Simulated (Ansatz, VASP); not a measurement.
# One calculation of MgO, two programs

File INCAR:

```
SYSTEM = MgO
PREC = Accurate
ENCUT = 520
EDIFF = 1E-6
ISMEAR = 0
SIGMA = 0.05
LREAL = .False.
LASPH = .True.
NELM = 60
ALGO = Normal
ISIF = 2
LWAVE = .False.
LCHARG = .False.
NBANDS = 36
```

Contents of KPOINTS:

```
Automatic mesh
0
Gamma
  4 4 4
  0 0 0
```

The input POSCAR:

```
MgO
1.0
    5.5230736673      0.0000000000      0.0000000000
    0.0000000000      5.5230736673      0.0000000000
    0.0000000000      0.0000000000      5.5230736673
Mg O
6 6
Direct
    0.2500000000     -0.0077583524      0.5000000000
    0.0000000000      0.5077583524      0.2500000000
    0.5000000000      0.7500000000      0.0000000000
    0.7500000000     -0.0077583524      0.5000000000
    0.0000000000      0.5077583524      0.7500000000
    0.5000000000      0.2500000000      0.0000000000
    0.2500000000      0.5133286818      0.0000000000
    0.5000000000     -0.0133286818      0.2500000000
    0.0000000000      0.7500000000      0.5000000000
    0.7500000000      0.5133286818      0.0000000000
    0.5000000000     -0.0133286818      0.7500000000
    0.0000000000      0.2500000000      0.5000000000
```

Input for Ansatz:

```yaml
crystal:
  lattice:
    - [5.5230736673, 0.0, 0.0]
    - [0.0, 5.5230736673, 0.0]
    - [0.0, 0.0, 5.5230736673]
  atoms:
    - { symbol: Mg, position: [0.25, -0.0077583524, 0.5] }
    - { symbol: Mg, position: [0.0, 0.5077583524, 0.25] }
    - { symbol: Mg, position: [0.5, 0.75, 0.0] }
    - { symbol: Mg, position: [0.75, -0.0077583524, 0.5] }
    - { symbol: Mg, position: [0.0, 0.5077583524, 0.75] }
    - { symbol: Mg, position: [0.5, 0.25, 0.0] }
    - { symbol: O, position: [0.25, 0.5133286818, 0.0] }
    - { symbol: O, position: [0.5, -0.0133286818, 0.25] }
    - { symbol: O, position: [0.0, 0.75, 0.5] }
    - { symbol: O, position: [0.75, 0.5133286818, 0.0] }
    - { symbol: O, position: [0.5, -0.0133286818, 0.75] }
    - { symbol: O, position: [0.0, 0.25, 0.5] }
basis:
  ecutwfc: 520.0
kpoints:
  mp_grid: { grid: [4, 4, 4] }
hamiltonian:
  xc: lda
  pseudopotentials: { kind: paw, azcp: { folder: soft_1 } }
scf:
  occupations: { method: gaussian, width: 0.05 }
output:
  forces: true
  stress: true
  eigenvalues: true
```

Change from the starting cell: mode 14 frozen in at -0.058 Å and mode 24 at +0.029 Å (largest displacements).

Alike in both runs: task single point; functional LDA; k mesh 4 × 4 × 4; occupations gaussian, width 0.05 eV; no spin polarisation.

|  | VASP | Ansatz |
| --- | --- | --- |
| version | VASP 6.6.1 | Ansatz 0.2.0 |
| potentials or method | VASP PAW LDA potentials, release 64 (Mg, O), cutoff 520 eV | scalar-relativistic, plane waves, PAW |
| valence electrons in the cell | 48 | 96 |

|  | VASP | Ansatz | Ansatz less VASP |
| --- | --- | --- | --- |
| gap on the k mesh at the Fermi level (eV) | 2.84 | 2.85 | +0.009 |
| least direct gap on the mesh (eV) | 2.84 | 2.85 | +0.009 |
| pressure (GPa) | -0.4 | 0.3 | +0.70 |
| rms of the force components (eV/Å) | 0.307 | 0.299 | -0.0078 |

Ansatz warns that its potentials were made for another functional, while VASP's fit it. LDA's correlation is that of Perdew and Zunger in VASP and of Perdew and Wang (1992) in Ansatz. Atom by atom the forces differ by 0.008 eV/Å (rms over components). VASP's potentials hold 48 valence electrons a cell and Ansatz's 96, so a difference there can come from the potentials and not from the codes.
